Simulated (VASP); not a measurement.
# SiS2 (Ibam) in VASP: notebook, part 2 of 2

VASP 6.6.1. Earlier steps stand in the parts before.

## (3) Single point, PBE

This run uses another cell than the first one, of 24.34 Å³/atom.

INCAR

```
PREC = Accurate
ENCUT = 500
EDIFF = 1E-6
ISMEAR = -1
SIGMA = 0.02
LREAL = False
LASPH = True
NELM = 120
ALGO = Normal
ISIF = 2
LWAVE = False
LCHARG = False
GGA = PE
NBANDS = 25
GGA_COMPAT = False
```

KPOINTS

```
Automatic mesh
0
Gamma
  6 6 6
```

POSCAR

```
SiS2
1.0
   -2.7433908125      4.8180676592      2.7616510799
    2.7433908125     -4.8180676592      2.7616510799
    2.7433908125      4.8180676592     -2.7616510799
Si S
2 4
Direct
    0.7500000000      0.7500000000      0.0000000000
    0.2500000000      0.2500000000      0.0000000000
    0.1177775565      0.2122162993      0.3299938558
    0.8822224435      0.7877837007      0.6700061442
    0.6177775565      0.2877837007      0.9055612572
    0.3822224435      0.7122162993      0.0944387428
```

Potentials or basis: VASP PAW PBE potentials, release 64 (Si, S).

Launch:

```console
cat potpaw_PBE.64/Si/POTCAR potpaw_PBE.64/S/POTCAR > POTCAR
mpirun -np 1 vasp_std > vasp.out
```

OUTCAR:

```text
PREC = Accurate
   ENCUT = 500
   EDIFF = 1E-6
   ISMEAR = -1
   LREAL = False
   LASPH = True
   NELM = 120
   ISIF = 2
   GGA = PE

 ion  position               nearest neighbor table
   1  0.750  0.750  0.000-   4 2.13   3 2.13   5 2.13   6 2.13   2 2.76   2 2.76
   2  0.250  0.250  0.000-   3 2.13   4 2.13   5 2.13   6 2.13   1 2.76   1 2.76
   3  0.118  0.212  0.330-   2 2.13   1 2.13
   4  0.882  0.788  0.670-   1 2.13   2 2.13
   5  0.618  0.288  0.906-   1 2.13   2 2.13
   6  0.382  0.712  0.094-   1 2.13   2 2.13

  LATTYP: Found a body centered orthorhombic cell.
 ALAT       =     5.4867816250
 B/A-ratio  =     1.0066560941
 C/A-ratio  =     1.7562454599

  Lattice vectors:

 A1 = (  -2.7433908125,   4.8180676592,  -2.7616510799)
 A2 = (   2.7433908125,   4.8180676592,   2.7616510799)
 A3 = (   2.7433908125,  -4.8180676592,  -2.7616510799)

Analysis of symmetry for initial positions (statically):
=====================================================================
 Subroutine PRICEL returns:
 Original cell was already a primitive cell.

 Routine SETGRP: Setting up the symmetry group for a
 body centered orthorhombic supercell.

 Subroutine GETGRP returns: Found  8 space group operations
 (whereof  4 operations were pure point group operations)
 out of a pool of  8 trial point group operations.

The static configuration has the point symmetry C_2h.
 The point group associated with its full space group is D_2h.

Analysis of symmetry for dynamics (positions and initial velocities):
=====================================================================
 Subroutine PRICEL returns:
 Original cell was already a primitive cell.

 Routine SETGRP: Setting up the symmetry group for a
 body centered orthorhombic supercell.

 Subroutine GETGRP returns: Found  8 space group operations
 (whereof  4 operations were pure point group operations)
 out of a pool of  8 trial point group operations.

The dynamic configuration has the point symmetry C_2h.
 The point group associated with its full space group is D_2h.

 Subroutine INISYM returns: Found  8 space group operations
 (whereof  4 operations are pure point group operations),
 and found     1 'primitive' translations

----------------------------------------------------------------------------------------

                                     Primitive cell

  volume of cell :     146.0123

  direct lattice vectors                    reciprocal lattice vectors
    -2.743390812  4.818067659  2.761651080     0.000000000  0.103776044  0.181051112
     2.743390812 -4.818067659  2.761651080     0.182256206  0.000000000  0.181051112
     2.743390812  4.818067659 -2.761651080     0.182256206  0.103776044  0.000000000

  length of vectors
     6.194084743  6.194084743  6.194084743     0.208683906  0.256898481  0.209730283

  position of ions in fractional coordinates (direct lattice)
     0.750000000  0.750000000  0.000000000
     0.250000000  0.250000000  0.000000000
     0.117777557  0.212216299  0.329993856
     0.882222443  0.787783701  0.670006144
     0.617777557  0.287783701  0.905561257
     0.382222443  0.712216299  0.094438743

  ion indices of the primitive-cell ions
   primitive index   ion index
                 1           1
                 2           2
                 3           3
[... 33 lines left out ...]
  0.166667  0.000000 -0.000000      4.000000
  0.333333  0.000000  0.000000      4.000000
  0.500000  0.000000 -0.000000      2.000000
  0.000000  0.166667  0.000000      4.000000
  0.166667  0.166667 -0.000000      8.000000
[... 16 lines left out ...]
 -0.166667  0.166667  0.166667      2.000000
  0.166667  0.333333  0.166667      4.000000
 [... further k-points ...]
   k-points           NKPTS =     46   k-points in BZ     NKDIM =     46   number of bands    NBANDS=     25
   number of dos      NEDOS =    301   number of ions     NIONS =      6
   total plane-waves  NPLWV = 110592
   dimension x,y,z NGX =    48 NGY =   48 NGZ =   48
   dimension x,y,z NGXF=    96 NGYF=   96 NGZF=   96
   ions per type =               2   4
   NGX,Y,Z   is equivalent  to a cutoff of  12.88, 12.88, 12.88 a.u.
   NGXF,Y,Z  is equivalent  to a cutoff of  25.77, 25.77, 25.77 a.u.
 SYSTEM =  unknown system
   PREC   = accura    normal or accurate (medium, high low for compatibility)
   ISTART =      0    job   : 0-new  1-cont  2-samecut
   ICHARG =      2    charge: 1-file 2-atom 10-const
   ISPIN  =      1    spin polarized calculation?
   LNONCOLLINEAR =      F non collinear calculations
   LSORBIT =      F    spin-orbit coupling
   LASPH  =      T    aspherical Exc in radial PAW
   ENCUT  =  500.0 eV  36.75 Ry    6.06 a.u.  11.29 11.29 11.29*2*pi/ulx,y,z
   NELM   =    120;   NELMIN=  2; NELMDL= -5     # of ELM steps
   EDIFF  = 0.1E-05   stopping-criterion for ELM
   LREAL  =      F    real-space projection
   EDIFFG = 0.1E-04   stopping-criterion for IOM
   NSW    =      0    number of steps for IOM
   IBRION =     -1    ionic relax: 0-MD 1-quasi-New 2-CG
   NFREE  =      0    steps in history (QN), initial steepest desc. (CG)
   ISIF   =      2    stress and relaxation
   ISYM   =      2    0-nonsym 1-usesym 2-fastsym
   POTIM  = 0.5000    time-step for ionic-motion
   TEBEG  =    0.0;   TEEND  =   0.0 temperature during run
   PSTRESS=    0.0 pullay stress
   NELECT =      32.0000    total number of electrons
   NUPDOWN=      -1.0000    fix difference up-down
   EMIN   =  10.00;   EMAX   =-10.00  energy-range for DOS
   EFERMI =   0.00;   METHOD = LEGACY
   ISMEAR =    -1;   SIGMA  =   0.02  broadening in eV -4-tet -1-fermi 0-gaus
   EFERMI_NEDOS =   21; number of points for ismear=-14 and -15
   IALGO  =     38    algorithm
   IMIX   =      4    mixing-type and parameters
     AMIX     =   0.40;   BMIX     =  1.00
     AMIX_MAG =   1.60;   BMIX_MAG =  1.00
  volume/ion in A,a.u.               =      24.34       164.22
  Fermi-wavevector in a.u.,A,eV,Ry     =   0.987025  1.865208 13.255058  0.974219
  Thomas-Fermi vector in A             =   2.118449
   LORBIT       =      0    0 simple, 1 ext, 2 COOP (PROOUT), +10 PAW based schemes
   GGA     = PE    functional components
   LHFCALC =     F    Hartree Fock is set to
   AEXX    =    0.0000 exact exchange contribution
   IVDW    =     0    specifies the selected vdW correction
   LEPSILON=     F    determine dielectric tensor
   LRPA    =     F    only Hartree local field effects (RPA)
 non-spin polarized calculation
  energy-cutoff  :      500.00
  volume of cell :      146.01
 maximum number of plane-waves:      3726
 NGX is ok and might be reduce to    48
   NGX = 23   NGY = 23   NGZ = 23

 number of electron      32.0000001 magnetization

 Free energy of the ion-electron system (eV)
  ---------------------------------------------------
  ext. energy  EPLUGINS =         0.00000000
  ---------------------------------------------------
  free energy    TOTEN  =       -31.29344266 eV

  energy without entropy =      -31.29344266  energy(sigma->0) =      -31.29344266

 E-fermi :   2.6693     XC(G=0):  -8.3120

 val. band max:        2.2628891518   @ k =  -0.3333   0.3333   0.1667
 cond. band min:       5.0603664655   @ k =   0.5000   0.5000   0.5000
 fundamental gap:      2.7974773137
 Fermi energy:         2.6692908975

 k-point     1 :       0.0000    0.0000    0.0000
  band No.  band energies     occupation
      1     -12.3900      2.00000
      2     -10.2552      2.00000
      3      -9.7019      2.00000
      4      -9.5659      2.00000
      5      -5.2985      2.00000
      6      -3.7591      2.00000
[... 661 lines left out ...]
     24       8.5042      0.00000
     25      10.4968      0.00000

 [... further k-points ...]

------------------------ aborting loop because EDIFF is reached ----------------------------------------

  FORCE on cell =-STRESS in cart. coord.  units (eV):
  Direction    XX          YY          ZZ          XY          YZ          ZX
  --------------------------------------------------------------------------------------
  -------------------------------------------------------------------------------------
  Total        1.9506950      1.9528369      2.0703271      0.0000000      0.0000000      0.0000000
  in kB       21.4047706     21.4282739     22.7174813      0.0000000      0.0000000      0.0000000
  external PRESSURE =      21.8501753 kB  Pullay stress =       0.0000000 kB

 VOLUME and BASIS-vectors are now :
 -----------------------------------------------------------------------------
  energy-cutoff  :      500.00
  volume of cell :      146.01
      direct lattice vectors                 reciprocal lattice vectors
    -2.743390812  4.818067659  2.761651080     0.000000000  0.103776044  0.181051112
     2.743390812 -4.818067659  2.761651080     0.182256206  0.000000000  0.181051112
     2.743390812  4.818067659 -2.761651080     0.182256206  0.103776044  0.000000000

 POSITION                                       TOTAL-FORCE (eV/Angst)
 -----------------------------------------------------------------------------------
      0.00000      0.00000      4.14248        -0.000000     -0.000000     -0.000000
      0.00000      0.00000      1.38083         0.000000     -0.000000     -0.000000
      1.16438      1.13492      0.00000         0.118523      0.117415     -0.000000
      1.57901      3.68315      2.76165        -0.118523     -0.117415      0.000000
      1.57901      5.95299      0.00000        -0.118523      0.117415     -0.000000
      1.16438     -1.13492      2.76165         0.118523     -0.117415      0.000000
 -----------------------------------------------------------------------------------
    total drift:                               -0.000000     -0.000000     -0.000000

  FREE ENERGIE OF THE ION-ELECTRON SYSTEM (eV)
  ---------------------------------------------------
  free  energy   TOTEN  =       -31.2934426584 eV

  energy  without entropy=      -31.2934426584  energy(sigma->0) =      -31.29344266
```

stdout:

```text
POSCAR found type information on POSCAR SiS
 POSCAR found :  2 types and       6 ions
 scaLAPACK will be used
 LDA part: xc-table for (Slater+PW92), standard interpolation
 POSCAR, INCAR and KPOINTS ok, starting setup
 FFT: planning ... GRIDC
 FFT: planning ... GRID_SOFT
 FFT: planning ... GRID
 WAVECAR not read
 entering main loop
```

Run time: 5.8 min. Hardware: 1 thread of Intel Xeon 8259CL, shared host; peak memory 0.38 GiB.

What came out:

```
Free energy            : -31.2934 eV
Pressure               : 2.2 GPa
Largest force          : 0.167 eV/Å
Band gap on the k mesh : 2.80 eV (least direct gap 3.09 eV)
```

Forces in eV/Å, atoms in the order of the input:
```
Si   0.000  0.000  0.000
Si   0.000  0.000  0.000
S    0.119  0.117  0.000
S   -0.119 -0.117  0.000
S   -0.119  0.117  0.000
S    0.119 -0.117  0.000
```

## (4) Single point, PBE (biaxial xy strain +4.0%)

INCAR

```
SYSTEM = SiS2
PREC     = Accurate       ! precision mode
ENCUT    = 500            ! plane-wave cutoff, eV
EDIFF    = 1E-6           ! SCF threshold, eV
ISMEAR   = -1             ! smearing method
SIGMA    = 0.02           ! smearing width, eV
LREAL    = .FALSE.        ! projectors in reciprocal space
LASPH    = .TRUE.         ! aspherical terms in the spheres
NELM     = 120            ! most SCF steps
ALGO     = Normal         ! electronic algorithm
ISIF     = 2              ! what is computed and relaxed
LWAVE    = .FALSE.        ! write WAVECAR
LCHARG   = .FALSE.        ! write CHGCAR
GGA      = PE             ! functional
NBANDS   = 25             ! bands
GGA_COMPAT= .FALSE.
```

KPOINTS

```
regular mesh
0
G
  6 6 6
  0 0 0
```

POSCAR

```
SiS2
1.0
   -2.8539494622      5.0122357858      2.7616510799
    2.8539494622     -5.0122357858      2.7616510799
    2.8539494622      5.0122357858     -2.7616510799
Si S
2 4
Direct
    0.7500000000      0.7500000000      0.0000000000
    0.2500000000      0.2500000000      0.0000000000
    0.1140721468      0.2029217956      0.3169939424
    0.8859278532      0.7970782044      0.6830060576
    0.6140721468      0.2970782044      0.9111503513
    0.3859278532      0.7029217956      0.0888496487
```

Launch:

```console
cat potpaw_PBE.64/Si/POTCAR potpaw_PBE.64/S/POTCAR > POTCAR
mpirun -np 1 vasp_std > vasp.out
```

It took 5.5 min on 1 thread of Intel Xeon 8259CL, shared host; peak memory 0.38 GiB.

The run converged. Its results:

| Item | Value |
| --- | --- |
| Free energy | -31.3781 eV |
| Pressure | 1.5 GPa |
| Largest force | 0.177 eV/Å |
| Band gap on the k mesh | 2.96 eV (least direct gap 3.21 eV) |

Forces in eV/Å, atoms in the order of the input:
```
Si   0.000  0.000  0.000
Si   0.000  0.000  0.000
S    0.128  0.123  0.000
S   -0.128 -0.123  0.000
S   -0.128  0.123  0.000
S    0.128 -0.123  0.000
```

Stress tensor (GPa, compression positive):
```
1.28 0.00 0.00
0.00 1.30 0.00
0.00 0.00 1.99
```

Levels at points of the mesh, in eV from the valence-band top:
```csv
k point,band 12,band 13,band 14,band 15,band 16,band 17,band 18,band 19,band 20,band 21
"(0.00, 0.00, 0.00)",-1.90,-1.60,-0.89,-0.83,-0.37,3.75,4.05,4.05,5.37,5.91
"(0.50, 0.00, 0.00)",-1.98,-1.17,-1.17,-0.69,-0.69,3.46,3.46,5.02,5.02,5.88
"(0.00, 0.50, 0.00)",-1.98,-0.89,-0.89,-0.67,-0.67,3.41,3.41,4.76,4.76,5.71
"(0.50, 0.50, 0.00)",-2.04,-1.81,-1.34,-1.09,-0.01,4.02,4.65,4.91,4.92,5.42
"(0.50, 0.50, 0.50)",-2.11,-1.93,-1.84,-1.36,-0.19,3.02,4.09,4.38,4.94,5.12
```

Caveat: the cell differs from its parent crystal (biaxial xy strain +4.0%). A k mesh can miss the band edges.

## (5) Single point, PBE (strain +5.9%)

INCAR

```
SYSTEM = SiS2
ALGO = Normal
EDIFF = 1E-6
ENCUT = 500
GGA = PE
GGA_COMPAT = .False.
ISIF = 2
ISMEAR = -1
LASPH = .True.
LCHARG = .True.
LELF = .True.
LREAL = .False.
LVHAR = .True.
LWAVE = .False.
NBANDS = 25
NELM = 120
PREC = Accurate
SIGMA = 0.02
```

KPOINTS

```
k-points
0
Gamma
  6 6 6
  0 0 0
```

POSCAR

```
SiS2
1.0
   -2.9055252095      5.1028154578      2.9248646587
    2.9055252095     -5.1028154578      2.9248646587
    2.9055252095      5.1028154578     -2.9248646587
Si S
2 4
Direct
    0.7500000000      0.7500000000      0.0000000000
    0.2500000000      0.2500000000      0.0000000000
    0.1097599752      0.1946947022      0.3044546775
    0.8902400248      0.8053052978      0.6955453225
    0.6097599752      0.3053052978      0.9150652730
    0.3902400248      0.6946947022      0.0849347270
```

Launch:

```console
cat potpaw_PBE.64/Si/POTCAR potpaw_PBE.64/S/POTCAR > POTCAR
mpirun -np 1 vasp_std > vasp.out
```

Run time: 6 min. Hardware: 1 thread of Intel Xeon 8259CL, shared host; peak memory 0.39 GiB.

It converged, with:

```
Free energy            : -31.2860 eV
Pressure               : -1.0 GPa
Largest force          : 0.168 eV/Å
Band gap on the k mesh : 3.05 eV (least direct gap 3.30 eV)
```

Forces in eV/Å, atoms in the order of the input:
```
Si   0.000  0.000  0.000
Si   0.000  0.000  0.000
S    0.121  0.116  0.000
S   -0.121 -0.116  0.000
S   -0.121  0.116  0.000
S    0.121 -0.116  0.000
```

Stress tensor (GPa, compression positive):
```
 0.92  0.00  0.00
 0.00  0.86  0.00
 0.00  0.00 -4.85
```

Levels at points of the mesh, in eV from the valence-band top:
```csv
k point,band 13,band 14,band 15,band 16,band 17,band 18,band 19,band 20
"(0.00, 0.00, 0.00)",-1.59,-0.74,-0.72,-0.33,3.40,3.96,4.00,5.30
"(0.50, 0.00, 0.00)",-0.99,-0.99,-0.80,-0.80,3.32,3.32,4.40,4.40
"(0.00, 0.50, 0.00)",-0.99,-0.99,-0.57,-0.57,3.24,3.24,4.24,4.24
"(0.50, 0.50, 0.00)",-1.61,-1.14,-0.88,-0.01,3.90,4.13,4.73,4.94
"(0.50, 0.50, 0.50)",-1.72,-1.64,-1.15,-0.21,3.09,4.22,4.25,4.87
```

Caveat: the cell differs from its parent crystal (strain +5.9%). A k mesh can miss the band edges.

## (6) Single point, r2SCAN (uniaxial z strain -5.5%)

POSCAR

```
SiS2
1.0
   -2.7433908125      4.8180676592      2.6108649309
    2.7433908125     -4.8180676592      2.6108649309
    2.7433908125      4.8180676592     -2.6108649309
Si S
2 4
Direct
    0.7500000000      0.7500000000      0.0000000000
    0.2500000000      0.2500000000      0.0000000000
    0.1206809273      0.2168550175      0.3375359448
    0.8793190727      0.7831449825      0.6624640552
    0.6206809273      0.2831449825      0.9038259097
    0.3793190727      0.7168550175      0.0961740903
```

INCAR.step1

```
SYSTEM = SiS2
PREC = Accurate ; ENCUT = 550
ISMEAR = 0 ; SIGMA = 0.01
LREAL = .False. ; LASPH = .True.
NELM = 120 ; NBANDS = 25
GGA = PE ; ALGO = Normal
EDIFF = 1E-5 ; LWAVE = .True.
LCHARG = .False. ; GGA_COMPAT = .False.
```

INCAR.step2

```
SYSTEM = SiS2
PREC = Accurate ; ENCUT = 550
EDIFF = 1E-6 ; ISMEAR = 0
SIGMA = 0.01 ; LREAL = .False.
LASPH = .True. ; NELM = 120
ALGO = Normal ; ISIF = 2
LWAVE = .False. ; LCHARG = .False.
METAGGA = R2SCAN ; LMIXTAU = .True.
NBANDS = 25 ; ISTART = 1
GGA_COMPAT = .False.
```

KPOINTS

```
regular mesh
0
Gamma
  6 6 6
  0 0 0
```

Potentials or basis: VASP PAW PBE potentials, release 64 (Si, S).

Launch:

```console
cat potpaw_PBE.64/Si/POTCAR potpaw_PBE.64/S/POTCAR > POTCAR
cp INCAR.step1 INCAR
mpirun -np 1 vasp_std > vasp.out
cp INCAR.step2 INCAR
mpirun -np 1 vasp_std > vasp.out
```

It took 24 min on 1 thread of Intel Xeon 8259CL, shared host; peak memory 0.44 GiB.

Results (log left out):

```
Free energy            : -53.9271 eV
Pressure               : 3.1 GPa
Largest force          : 0.117 eV/Å
Band gap on the k mesh : 3.11 eV (least direct gap 3.40 eV)
```

Forces in eV/Å, atoms in the order of the input:
```
Si   0.000  0.000  0.000
Si   0.000  0.000  0.000
S   -0.085 -0.081  0.000
S    0.085  0.081  0.000
S    0.085 -0.081  0.000
S   -0.085  0.081  0.000
```

Stress tensor (GPa, compression positive):
```
0.39 0.00 0.00
0.00 0.79 0.00
0.00 0.00 8.13
```

Levels at points of the mesh, in eV from the valence-band top:
| k point | band 13 | band 14 | band 15 | band 16 | band 17 | band 18 | band 19 | band 20 |
| --- | --- | --- | --- | --- | --- | --- | --- | --- |
| (0.00, 0.00, 0.00) | -1.28 | -0.92 | -0.80 | -0.54 | 3.62 | 4.47 | 5.13 | 5.88 |
| (0.50, 0.00, 0.00) | -1.44 | -1.44 | -0.61 | -0.61 | 4.06 | 4.06 | 6.21 | 6.21 |
| (0.00, 0.50, 0.00) | -0.91 | -0.91 | -0.67 | -0.67 | 4.02 | 4.02 | 5.54 | 5.54 |
| (0.50, 0.50, 0.00) | -1.71 | -1.54 | -1.26 | -0.02 | 4.65 | 4.95 | 4.96 | 5.27 |
| (0.50, 0.50, 0.50) | -2.24 | -1.75 | -1.49 | -0.20 | 3.19 | 4.07 | 4.13 | 5.30 |

Caveat: the cell differs from its parent crystal (uniaxial z strain -5.5%); the cell stands under pressure; the PAW data sets were made with another functional, which shifts forces and pressure a little. A k mesh can miss the band edges.

## (7) Summary

| level | cell | cutoff (eV) | smearing | gap on the mesh (eV) | pressure (GPa) | largest force (eV/Å) |
| --- | --- | --- | --- | --- | --- | --- |
| PBE | a = 6.128 Å, angles 126.8, 76.3, 129.6°, 6 atoms, atomic positions A | 500 | fermi-dirac 0.02 eV | 2.72 | 5.0 | 0.19 |
| PBE | a = 6.194 Å, angles 127.4, 77.9, 127.0°, 6 atoms, atomic positions B | 500 | fermi-dirac 0.02 eV | 2.80 | 2.2 | 0.17 |
| PBE | a = 6.395 Å, angles 127.0, 76.8, 128.8°, 6 atoms, atomic positions C | 500 | fermi-dirac 0.02 eV | 2.96 | 1.5 | 0.18 |
| PBE | a = 6.560 Å, angles 127.4, 77.9, 127.0°, 6 atoms, atomic positions D | 500 | fermi-dirac 0.02 eV | 3.05 | -1.0 | 0.17 |
| r2SCAN | a = 6.128 Å, angles 126.8, 76.3, 129.6°, 6 atoms, atomic positions A | 550 | gaussian 0.01 eV | 3.11 | 3.1 | 0.12 |

Alike in all rows: task single point; potentials or basis VASP PAW PBE potentials, release 64 (Si, S); no spin polarisation; k mesh 6 × 6 × 6.

Caveats: the cell stands under pressure (at least some runs); the PAW data sets were made with another functional, which shifts forces and pressure a little (at least some runs).

Total energies depend on the potentials used, so only differences within one code and one set of settings carry meaning.
